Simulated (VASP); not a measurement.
Input of a VASP 6.6.1 run:

Contents of INCAR:

```
ALGO = Normal ; EDIFF = 1E-6
ENCUT = 520 ; GGA = PE
ISIF = 2 ; ISMEAR = 0
LASPH = True ; LCHARG = True
LELF = True ; LREAL = False
LVHAR = True ; LWAVE = False
NBANDS = 14 ; NELM = 80
PREC = Accurate ; SIGMA = 0.01
```

Contents of KPOINTS:

```
k-points
0
Gamma
  8 8 8
```

Contents of POSCAR:

```
NaF
1.0
    2.8648043828      0.0000000000      0.0000000000
    0.0000000000      2.8648043828      0.0000000000
    0.0000000000      0.0000000000      2.8648043828
Na F
1 1
Direct
    0.0000000000      0.0000000000      0.0000000000
    0.5000000000      0.5000000000      0.5000000000
```

Potentials or basis: VASP PAW PBE potentials, release 64 (Na_pv, F).

The run is started by

```bash
$ cat potpaw_PBE.64/Na_pv/POTCAR potpaw_PBE.64/F/POTCAR > POTCAR
$ mpirun -np 1 vasp_std > vasp.out
```

(1) Predict the pressure.

(2) Predict the band gap on the k mesh.

Results:

(1) -0.2 GPa.

(2) 5.64 eV, indirect (least direct gap 5.95 eV).
